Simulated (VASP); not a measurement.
# Si16N (a cell with a defect) in VASP: notebook

The runs below take Si16N (a cell with a defect) through single point, with PBEsol.

Program: VASP 6.6.1. These are calculated values, not measurements. Logs are shortened: lines on timing, memory, paths and dates and some standing lists are left out, and cuts for length are marked.

### Step 1. The cell of the first run

The cell holds a defect, 17 atoms: a = 7.679 Å, b = 7.679 Å, c = 7.679 Å, α = 60.00°, β = 60.00°, γ = 60.00°.

### Step 2. Single point, PBEsol, collinear spin, zero start

The input, INCAR:

```
SYSTEM = Si16N
ALGO     = Normal         ! electronic algorithm
EDIFF    = 1E-6           ! SCF threshold, eV
ENCUT    = 520            ! plane-wave cutoff, eV
GGA      = PS             ! functional
ISIF     = 2              ! what is computed and relaxed
ISMEAR   = 0              ! smearing method
ISPIN    = 2              ! spin polarisation
LASPH    = .TRUE.         ! aspherical terms in the spheres
LCHARG   = .TRUE.         ! write CHGCAR
LELF     = .TRUE.         ! ELF
LORBIT   = 11             ! projections on sites
LREAL    = Auto         
LVHAR    = .TRUE.       
LWAVE    = .FALSE.        ! write WAVECAR
MAGMOM   = 0 0 0 0 0 0 0 0 0 0 0 0 0 0 0 0 0 ! initial moments
NBANDS   = 52             ! bands
NELM     = 150            ! most SCF steps
PREC     = Accurate       ! precision mode
SIGMA    = 0.02           ! smearing width, eV
```

The input, KPOINTS:

```
k-points
0
G
  2 2 2
  0 0 0
```

The input, POSCAR:

```
Si16N
1.0
    0.0000000000      5.4300000000      5.4300000000
    5.4300000000      0.0000000000      5.4300000000
    5.4300000000      5.4300000000      0.0000000000
Si N
16 1
Direct
    0.0113889503     -0.0141664825     -0.0114151013
    0.1079147330      0.1224476980      0.1292128913
   -0.0156055249     -0.0342837937      0.5001889503
    0.1536141805      0.0819664825      0.6150517495
    0.0010976059      0.4963559853     -0.0060138122
    0.1328837937      0.6100769797      0.1225307551
    0.0163864641      0.4583376611      0.4963151934
    0.1293107735      0.5951463168      0.6216973297
    0.4773061694      0.0173639963      0.0360757827
    0.6391703499      0.1235106814      0.1351607735
    0.5460916206     -0.0399748619      0.5003656538
    0.6235433702      0.1800807551      0.6748807551
    0.5067653775      0.4976662983     -0.0111289134
    0.6283390424      0.6469340700      0.0916333333
    0.4941269797      0.5194238490      0.4652936464
    0.6415790055      0.5900086556      0.6150125230
    0.7115488950      0.9694837017      0.5912242173
```

Potentials or basis: VASP PAW PBE potentials, release 64 (Si, N).

Run with:

```
$ cat potpaw_PBE.64/Si/POTCAR potpaw_PBE.64/N/POTCAR > POTCAR
$ mpirun -np 1 vasp_std > vasp.out
```

OUTCAR:

```text
SYSTEM = Si16N
   EDIFF = 1E-6
   ENCUT = 520
   GGA = PS
   ISIF = 2
   ISMEAR = 0
   ISPIN = 2
   LASPH = .TRUE.
   LORBIT = 11
   LREAL = Auto
   NELM = 150
   PREC = Accurate

 ion  position               nearest neighbor table
   1  0.011  0.986  0.989-  10 2.35   4 2.35   2 2.35   6 2.36
   2  0.108  0.122  0.129-   9 2.34   3 2.34   5 2.35   1 2.35
   3  0.984  0.966  0.500-  17 1.84   8 2.33   2 2.34  12 2.47   4 2.52
   4  0.154  0.082  0.615-   1 2.35   7 2.36  11 2.47   3 2.52
   5  0.001  0.496  0.994-   8 2.34  14 2.35   6 2.35   2 2.35
   6  0.133  0.610  0.123-  13 2.35   5 2.35   7 2.35   1 2.36
   7  0.016  0.458  0.496-  16 2.35   6 2.35   8 2.35   4 2.36
   8  0.129  0.595  0.622-  15 2.31   3 2.33   5 2.34   7 2.35
   9  0.477  0.017  0.036-  12 2.31  10 2.32   2 2.34  14 2.37
  10  0.639  0.124  0.135-  11 2.31   9 2.32   1 2.35  13 2.35
  11  0.546  0.960  0.500-  17 1.77  10 2.31  16 2.33   4 2.47  12 3.01
  12  0.624  0.180  0.675-  17 1.73  15 2.28   9 2.31   3 2.47  16 3.01  11 3.01
  13  0.507  0.498  0.989-   6 2.35  14 2.35  16 2.35  10 2.35
  14  0.628  0.647  0.092-  15 2.34   5 2.35  13 2.35   9 2.37
  15  0.494  0.519  0.465-  12 2.28   8 2.31  16 2.33  14 2.34
  16  0.642  0.590  0.615-  15 2.33  11 2.33   7 2.35  13 2.35  12 3.01
  17  0.712  0.969  0.591-  12 1.73  11 1.77   3 1.84

  LATTYP: Found a face centered cubic cell.
 ALAT       =    10.8600000000

  Lattice vectors:

 A1 = (   0.0000000000,   5.4300000000,   5.4300000000)
 A2 = (   5.4300000000,   0.0000000000,   5.4300000000)
 A3 = (   5.4300000000,   5.4300000000,   0.0000000000)

Analysis of symmetry for initial positions (statically):
=====================================================================
 Subroutine PRICEL returns:
 Original cell was already a primitive cell.

 Routine SETGRP: Setting up the symmetry group for a
 face centered cubic supercell.

 Subroutine GETGRP returns: Found  1 space group operations
 (whereof  1 operations were pure point group operations)
 out of a pool of 48 trial point group operations.

The static configuration has the point symmetry C_1 .

Analysis of symmetry for dynamics (positions and initial velocities):
=====================================================================
 Subroutine PRICEL returns:
 Original cell was already a primitive cell.

 Routine SETGRP: Setting up the symmetry group for a
 face centered cubic supercell.

 Subroutine GETGRP returns: Found  1 space group operations
 (whereof  1 operations were pure point group operations)
 out of a pool of 48 trial point group operations.

The dynamic configuration has the point symmetry C_1 .

Analysis of structural, dynamic, and magnetic symmetry:
=====================================================================
 Subroutine PRICEL returns:
 Original cell was already a primitive cell.

 Routine SETGRP: Setting up the symmetry group for a
 face centered cubic supercell.

 Subroutine GETGRP returns: Found  1 space group operations
 (whereof  1 operations were pure point group operations)
 out of a pool of 48 trial point group operations.

The overall configuration has the point symmetry C_1 .

 Subroutine INISYM returns: Found  1 space group operations
 (whereof  1 operations are pure point group operations),
 and found     1 'primitive' translations

----------------------------------------------------------------------------------------

                                     Primitive cell

  volume of cell :     320.2060

  direct lattice vectors                    reciprocal lattice vectors
     0.000000000  5.430000000  5.430000000    -0.092081031  0.092081031  0.092081031
     5.430000000  0.000000000  5.430000000     0.092081031 -0.092081031  0.092081031
     5.430000000  5.430000000  0.000000000     0.092081031  0.092081031 -0.092081031

  length of vectors
     7.679179644  7.679179644  7.679179644     0.159489025  0.159489025  0.159489025

  position of ions in fractional coordinates (direct lattice)
     0.011388950  0.985833517  0.988584899
     0.107914733  0.122447698  0.129212891
[... 75 lines left out ...]
   dimension x,y,z NGX =    60 NGY =   60 NGZ =   60
   dimension x,y,z NGXF=   120 NGYF=  120 NGZF=  120
   ions per type =              16   1
   NGX,Y,Z   is equivalent  to a cutoff of  12.99, 12.99, 12.99 a.u.
   NGXF,Y,Z  is equivalent  to a cutoff of  25.98, 25.98, 25.98 a.u.
 SYSTEM =  Si16N
   PREC   = accura    normal or accurate (medium, high low for compatibility)
   ISTART =      0    job   : 0-new  1-cont  2-samecut
   ICHARG =      2    charge: 1-file 2-atom 10-const
   ISPIN  =      2    spin polarized calculation?
   LNONCOLLINEAR =      F non collinear calculations
   LSORBIT =      F    spin-orbit coupling
   LASPH  =      T    aspherical Exc in radial PAW
   ENCUT  =  520.0 eV  38.22 Ry    6.18 a.u.  14.28 14.28 14.28*2*pi/ulx,y,z
   NELM   =    150;   NELMIN=  2; NELMDL= -5     # of ELM steps
   EDIFF  = 0.1E-05   stopping-criterion for ELM
   LREAL  =      T    real-space projection
   EDIFFG = 0.1E-04   stopping-criterion for IOM
   NSW    =      0    number of steps for IOM
   IBRION =     -1    ionic relax: 0-MD 1-quasi-New 2-CG
   NFREE  =      0    steps in history (QN), initial steepest desc. (CG)
   ISIF   =      2    stress and relaxation
   ISYM   =      2    0-nonsym 1-usesym 2-fastsym
   POTIM  = 0.5000    time-step for ionic-motion
   TEBEG  =    0.0;   TEEND  =   0.0 temperature during run
   PSTRESS=    0.0 pullay stress
   NELECT =      69.0000    total number of electrons
   NUPDOWN=      -1.0000    fix difference up-down
   EMIN   =  10.00;   EMAX   =-10.00  energy-range for DOS
   EFERMI =   0.00;   METHOD = LEGACY
   ISMEAR =     0;   SIGMA  =   0.02  broadening in eV -4-tet -1-fermi 0-gaus
   EFERMI_NEDOS =   21; number of points for ismear=-14 and -15
   IALGO  =     38    algorithm
   IMIX   =      4    mixing-type and parameters
     AMIX     =   0.40;   BMIX     =  1.00
     AMIX_MAG =   1.60;   BMIX_MAG =  1.00
  volume/ion in A,a.u.               =      18.84       127.11
  Fermi-wavevector in a.u.,A,eV,Ry     =   0.981480  1.854728 13.106528  0.963303
  Thomas-Fermi vector in A             =   2.112490
   LORBIT       =     11    0 simple, 1 ext, 2 COOP (PROOUT), +10 PAW based schemes
   GGA     = PS    functional components
   LHFCALC =     F    Hartree Fock is set to
   AEXX    =    0.0000 exact exchange contribution
   IVDW    =     0    specifies the selected vdW correction
   LEPSILON=     F    determine dielectric tensor
   LRPA    =     F    only Hartree local field effects (RPA)
 spin polarized calculation
 Gauss-broadening in eV      SIGMA  =   0.02
  energy-cutoff  :      520.00
  volume of cell :      320.21
 maximum number of plane-waves:      8646
 NGX is ok and might be reduce to    60
   NGX = 29   NGY = 29   NGZ = 29

 number of electron      69.0000000 magnetization       0.0000001

 number of electron      69.0000000 magnetization      -0.0000006

 Free energy of the ion-electron system (eV)
  ---------------------------------------------------
  ext. energy  EPLUGINS =         0.00000000
  ---------------------------------------------------
  free energy    TOTEN  =       -98.10091431 eV

  energy without entropy =      -98.10078747  energy(sigma->0) =      -98.10085089

 E-fermi :   6.1105     XC(G=0):  -9.6973

 val. band max:        6.0753146168   @ k =   0.0000   0.5000   0.0000
 cond. band min:       6.1457627012   @ k =   0.5000   0.5000   0.5000
 fundamental gap:      0.0704480844
 Fermi energy:         6.1105387270

 spin component 1

 k-point     1 :       0.0000    0.0000    0.0000
  band No.  band energies     occupation
      1     -10.4777      1.00000
      2      -5.7642      1.00000
      3      -4.1250      1.00000
      4      -3.7993      1.00000
      5      -3.7683      1.00000
      6      -3.1784      1.00000
[... 381 lines left out ...]
     45       9.8985      0.00000
     46      10.1223      0.00000
 Fermi energy:         6.1105387270

 spin component 2

 k-point     1 :       0.0000    0.0000    0.0000
  band No.  band energies     occupation
      1     -10.4777      1.00000
      2      -5.7642      1.00000
      3      -4.1250      1.00000
      4      -3.7993      1.00000
      5      -3.7683      1.00000
      6      -3.1784      1.00000
[... 381 lines left out ...]
     45       9.8985      0.00000
     46      10.1223      0.00000
 [bands above 46 left out]

------------------------ aborting loop because EDIFF is reached ----------------------------------------

  FORCE on cell =-STRESS in cart. coord.  units (eV):
  Direction    XX          YY          ZZ          XY          YZ          ZX
  --------------------------------------------------------------------------------------
  -------------------------------------------------------------------------------------
  Total        6.7083142      2.2844521      0.0815872      1.2959650     -1.7538853     -0.3629774
  in kB       33.5656063     11.4304452      0.4082285      6.4844681     -8.7757106     -1.8161875
  external PRESSURE =      15.1347600 kB  Pullay stress =       0.0000000 kB

 VOLUME and BASIS-vectors are now :
 -----------------------------------------------------------------------------
  energy-cutoff  :      520.00
  volume of cell :      320.21
      direct lattice vectors                 reciprocal lattice vectors
     0.000000000  5.430000000  5.430000000    -0.092081031  0.092081031  0.092081031
     5.430000000  0.000000000  5.430000000     0.092081031 -0.092081031  0.092081031
     5.430000000  5.430000000  0.000000000     0.092081031  0.092081031 -0.092081031

 POSITION                                       TOTAL-FORCE (eV/Angst)
 -----------------------------------------------------------------------------------
     10.72109      5.42986      5.41492        -0.000990     -0.003286      0.010796
      1.36652      1.28760      1.25087        -0.006251      0.010849     -0.010201
      7.95987      8.06129     10.58910         0.001131      0.013123      0.007445
      3.78481      4.17386      1.27920         0.008450      0.023071      0.008059
      8.09256      5.40330      2.70117        -0.002309      0.003016     -0.005631
      3.97806      1.38690      4.03428         0.009396      0.000063      0.005993
[... 9 lines left out ...]
      6.54326      6.82329      6.68752        -0.021650      0.012671     -0.025613
      8.47464      7.07406      9.12801        -0.009355     -0.022346     -0.033067
 -----------------------------------------------------------------------------------
    total drift:                                0.005350     -0.003192     -0.007925

  FREE ENERGIE OF THE ION-ELECTRON SYSTEM (eV)
  ---------------------------------------------------
  free  energy   TOTEN  =       -98.1009143121 eV

  energy  without entropy=      -98.1007874681  energy(sigma->0) =      -98.10085089

 total charge

# of ion       s       p       d       tot
------------------------------------------
    1        0.743   0.949   0.000   1.692
    2        0.745   0.955   0.000   1.699
    3        0.735   0.892   0.000   1.627
    4        0.763   0.874   0.000   1.637
    5        0.741   0.953   0.000   1.694
    6        0.739   0.956   0.000   1.695
[... 9 lines left out ...]
   16        0.748   0.950   0.000   1.698
   17        1.254   2.564   0.000   3.818
--------------------------------------------------
tot         13.222  17.588   0.000  30.810

 magnetization (x)

# of ion       s       p       d       tot
------------------------------------------
    1        0.000   0.000   0.000   0.000
    2       -0.000  -0.000   0.000  -0.000
    3        0.000   0.000   0.000   0.000
    4        0.000  -0.000   0.000   0.000
    5        0.000   0.000   0.000   0.000
    6        0.000   0.000   0.000   0.000
[... 9 lines left out ...]
   16       -0.000   0.000   0.000  -0.000
   17       -0.000  -0.000   0.000  -0.000
--------------------------------------------------
tot          0.000   0.000   0.000   0.000
```

Wall time 8.2 min (1 thread of AMD EPYC 9R14 (Zen 4), shared host); peak memory 0.67 GiB.

Results:

* Free energy: -98.1009 eV
* Pressure: 1.5 GPa
* Largest force: 0.059 eV/Å
* Net moment: 0.00 μB per cell
* Valence electrons inside the program's atomic spheres: Si 1.69, 1.70, 1.63, 1.64, 1.71, 1.66, 1.68, 1.73; N 3.82

Forces on the atoms (eV/Å):
```
Si  -0.001 -0.003  0.011
Si  -0.006  0.011 -0.010
Si   0.001  0.013  0.007
Si   0.008  0.023  0.008
Si  -0.002  0.003 -0.006
Si   0.009  0.000  0.006
Si  -0.004  0.003 -0.001
Si   0.001 -0.004  0.012
Si   0.004  0.000  0.007
Si  -0.009 -0.013 -0.012
Si   0.006 -0.020  0.007
Si   0.036 -0.011  0.045
Si  -0.012  0.000  0.000
Si   0.007 -0.006 -0.001
Si  -0.007  0.014 -0.015
Si  -0.022  0.013 -0.026
N   -0.009 -0.022 -0.033
```

Stress tensor (GPa, compression positive):
```
 3.36  0.65 -0.18
 0.65  1.14 -0.88
-0.18 -0.88  0.04
```

Caveat: the k points lie up to 0.50 Å⁻¹ apart; the PAW data sets were made with another functional, which shifts forces and pressure a little.

### Step 3. Single point, PBEsol, collinear spin, zero start

The input, INCAR:

```
  PREC = Accurate
  ENCUT = 520
  EDIFF = 1E-6
  ISMEAR = 0
  SIGMA = 0.02
  LREAL = Auto
  LASPH = True
  NELM = 150
  ALGO = Normal
  ISIF = 2
  LWAVE = False
  LCHARG = False
  ISPIN = 2
  MAGMOM = 0 0 0 0 0 0 0 0 0 0 0 0 0 0 0 0 0
  LORBIT = 11
  GGA = PS
  NBANDS = 52
```

The input, KPOINTS:

```
Automatic mesh
0
Gamma
  2 2 2
```

The input, POSCAR:

```
Si16N
1.0
    0.0000000000      5.4300000000      5.4300000000
    5.4300000000      0.0000000000      5.4300000000
    5.4300000000      5.4300000000      0.0000000000
Si N
16 1
Direct
    0.0197176796     -0.0143627993     -0.0135305709
    0.1349160221      0.1170202578      0.1137804788
   -0.0178348987     -0.0116848066      0.4797568140
    0.1464734807      0.0979419890      0.6120324125
    0.0019306630      0.4895964088      0.0060437385
    0.1288962247      0.6120599448      0.1311109576
    0.0104573665      0.4725406077      0.5064814917
    0.1134749540      0.6184121547      0.6325976059
    0.5056149171     -0.0062373849      0.0037257827
    0.6451876611      0.0972721915      0.1338022099
    0.5315254144     -0.0553524862      0.5073779006
    0.6107625230      0.1656472376      0.6414474217
    0.5022665746      0.4713242173      0.0283658379
    0.6280361878      0.6185614180      0.1284838858
    0.4818883057      0.5248387661      0.5015905157
    0.6373045120      0.5802783610      0.6556267956
    0.7264432781      1.0413626151      0.4541837937
```

Potentials or basis: VASP PAW PBE potentials, release 64 (Si, N).

Run with:

```
$ cat potpaw_PBE.64/Si/POTCAR potpaw_PBE.64/N/POTCAR > POTCAR
$ mpirun -np 1 vasp_std > vasp.out
```

Run time: 9.3 min. Hardware: 1 thread of AMD EPYC 9R14 (Zen 4), shared host; peak memory 0.68 GiB.

It converged, with:

* Free energy: -97.7966 eV
* Pressure: 2.0 GPa
* Largest force: 0.432 eV/Å
* Net moment: 0.00 μB per cell
* Valence electrons inside the program's atomic spheres: Si 1.69, 1.71, 1.63, 1.65, 1.70, 1.72, 1.68, 1.66, 1.73; N 3.79

Forces in eV/Å, atoms in the order of the input:
```
Si   0.069 -0.034 -0.091
Si  -0.031 -0.049  0.050
Si   0.028  0.007 -0.063
Si  -0.077  0.130 -0.015
Si   0.005  0.023  0.029
Si   0.004  0.057 -0.019
Si  -0.025  0.002 -0.015
Si  -0.023 -0.040 -0.075
Si  -0.057 -0.044 -0.141
Si  -0.207 -0.310 -0.134
Si  -0.204 -0.118  0.022
Si   0.311  0.128  0.169
Si  -0.058  0.016 -0.043
Si  -0.050 -0.015 -0.018
Si   0.117 -0.083  0.149
Si  -0.021  0.009  0.008
N    0.219  0.322  0.185
```

Stress tensor (GPa, compression positive):
```
 3.23 -0.08  0.69
-0.08  1.33 -0.93
 0.69 -0.93  1.42
```

Levels at points of the mesh, in eV from the Fermi level:
Spin up:
| k point | band 31 | band 32 | band 33 | band 34 | band 35 | band 36 | band 37 | band 38 |
| --- | --- | --- | --- | --- | --- | --- | --- | --- |
| (0.00, 0.00, 0.00) | -1.26 | -0.76 | -0.48 | -0.36 | -0.18 | 0.22 | 0.41 | 0.52 |
| (0.50, 0.00, 0.00) | -1.50 | -1.29 | -1.03 | -0.82 | 0.12 | 0.97 | 1.14 | 1.17 |
| (0.00, 0.50, 0.00) | -1.30 | -1.19 | -1.03 | -0.90 | 0.19 | 0.75 | 0.92 | 1.10 |
| (0.00, 0.00, 0.50) | -1.24 | -1.20 | -1.00 | -0.91 | -0.05 | 0.98 | 1.07 | 1.23 |
| (0.50, 0.50, 0.50) | -1.49 | -1.23 | -0.99 | -0.72 | 0.05 | 0.91 | 1.06 | 1.14 |
| (0.50, 0.50, 0.00) | -1.74 | -1.60 | -1.57 | -1.03 | -0.08 | 0.97 | 1.32 | 1.87 |
| (0.00, 0.50, 0.50) | -1.70 | -1.65 | -1.57 | -0.43 | -0.40 | 0.82 | 1.18 | 1.71 |
| (0.50, 0.00, 0.50) | -1.75 | -1.59 | -1.49 | -1.00 | 0.13 | 1.02 | 1.23 | 2.03 |
Spin down:
| k point | band 30 | band 31 | band 32 | band 33 | band 34 | band 35 | band 36 | band 37 | band 38 | band 39 |
| --- | --- | --- | --- | --- | --- | --- | --- | --- | --- | --- |
| (0.00, 0.00, 0.00) | -1.31 | -1.26 | -0.76 | -0.48 | -0.36 | -0.18 | 0.22 | 0.41 | 0.52 | 0.65 |
| (0.50, 0.00, 0.00) | -1.67 | -1.50 | -1.29 | -1.03 | -0.82 | 0.12 | 0.97 | 1.14 | 1.17 | 1.27 |
| (0.00, 0.50, 0.00) | -1.73 | -1.30 | -1.19 | -1.03 | -0.90 | 0.19 | 0.75 | 0.92 | 1.10 | 1.34 |
| (0.00, 0.00, 0.50) | -1.72 | -1.24 | -1.20 | -1.00 | -0.91 | -0.05 | 0.98 | 1.07 | 1.23 | 1.35 |
| (0.50, 0.50, 0.50) | -1.61 | -1.49 | -1.23 | -0.99 | -0.72 | 0.05 | 0.91 | 1.06 | 1.14 | 1.19 |
| (0.50, 0.50, 0.00) | -1.88 | -1.74 | -1.60 | -1.57 | -1.03 | -0.08 | 0.97 | 1.32 | 1.87 | 2.08 |
| (0.00, 0.50, 0.50) | -1.86 | -1.70 | -1.65 | -1.57 | -0.43 | -0.40 | 0.82 | 1.18 | 1.71 | 1.91 |
| (0.50, 0.00, 0.50) | -2.04 | -1.75 | -1.59 | -1.49 | -1.00 | 0.13 | 1.02 | 1.23 | 2.03 | 2.16 |

Caveat: the k points lie up to 0.50 Å⁻¹ apart; the PAW data sets were made with another functional, which shifts forces and pressure a little.
